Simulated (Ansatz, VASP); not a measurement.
## Hf2TaO3: VASP beside Ansatz

```
CELL_PARAMETERS angstrom
3.22450 0.00000 0.00000
0.00000 3.22450 0.00000
0.00000 0.00000 7.16293
ATOMIC_POSITIONS crystal
Hf 0.50000 0.00000 0.73987
Hf 0.00000 0.50000 0.26013
Ta 0.50000 0.50000 0.00000
O 0.50000 0.00000 0.38354
O 0.00000 0.50000 0.61646
O 0.00000 0.00000 0.00000
```

Change from the starting cell: species swapped into the Hf2GaSb3 type (P-4m2, No. 115).

Alike in both runs: task relaxation of cell and atoms; functional PBE; k mesh 6 × 6 × 4; occupations gaussian, width 0.1 eV; no spin polarisation.

|  | VASP | Ansatz |
| --- | --- | --- |
| version | VASP 6.6.1 | Ansatz 0.2.0 |
| potentials or method | VASP PAW PBE potentials, release 64 (Hf_pv, Ta_pv, O), cutoff 600 eV | scalar-relativistic, plane waves, PAW |
| valence electrons in the cell | 49 | 83 |

VASP gave:

* gap on the k mesh at the Fermi level, each at its own relaxed structure (eV): none
* relaxed volume (Å³/atom): 13.13
* relaxed length of the cell vector where the two differ most in proportion (Å): 8.685

Task: What did Ansatz give for the same quantities?

Result: gap on the k mesh at the Fermi level, each at its own relaxed structure (eV): none; relaxed volume (Å³/atom): 13.30; relaxed length of the cell vector where the two differ most in proportion (Å): 8.795.

A gap of «none» marks a metal or a gap that the smearing closes. VASP's potentials hold 49 valence electrons a cell and Ansatz's 83, so a difference there can come from the potentials and not from the codes.

Spin-orbit coupling is off throughout.
